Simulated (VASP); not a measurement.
Write the native input for VASP 6.6.1 that does the following.

| Quantity | Value |
| --- | --- |
| Task | single point |
| Functional | PBEsol |
| Potentials or basis | VASP PAW PBE potentials, release 64 (Ti_sv) |
| Cutoff | 520 eV |
| k mesh | 12 × 12 × 7 |
| Occupations | fermi-dirac, width 0.05 eV |
| Spin | no spin polarisation |
| Dipole correction | no |
| Further INCAR settings | ALGO = Normal; EDIFF = 1e-06; NBANDS = 19 |

The structure of Ti lies in POSCAR:

```
Ti
1.0
    2.9162152113      0.0000000000      0.0000000000
   -1.4581076057      2.5255164559      0.0000000000
    0.0000000000      0.0000000000      4.7242686424
Ti
2
Direct
    0.2133333333      0.6066666667      0.1600000000
    0.7866666667      0.3933333333      0.8400000000
```

This cell differs from its parent crystal: shortest bond scaled by 0.64.

The input as run:

INCAR

```
SYSTEM = Ti
PREC = Accurate ; ENCUT = 520
EDIFF = 1E-6 ; ISMEAR = -1
SIGMA = 0.05 ; LREAL = .FALSE.
LASPH = .TRUE. ; NELM = 60
ALGO = Normal ; ISIF = 2
LWAVE = .FALSE. ; LCHARG = .FALSE.
GGA = PS ; NBANDS = 19
```

KPOINTS

```
regular mesh
0
G
  12 12 7
  0 0 0
```

Potentials or basis: VASP PAW PBE potentials, release 64 (Ti_sv).

Run with:

```bash
$ cat potpaw_PBE.64/Ti_sv/POTCAR > POTCAR
$ mpirun -np 1 vasp_std > vasp.out
```

Results of the run:

```yaml
Pressure: 19.9 GPa
Largest_force: 7.202 eV/Å
Band_gap_on_the_k_mesh: zero (band 12 reaches 8.18 eV, above the bottom of band 13 at 7.12 eV)
```

Caveat: the cell differs from its parent crystal (shortest bond scaled by 0.64); the PAW data sets were made with another functional, which shifts forces and pressure a little.

It took 99 s on 1 thread of AMD EPYC 9R45 96-Core Processor (Zen 5), on a shared host, peak memory 0.24 GiB.
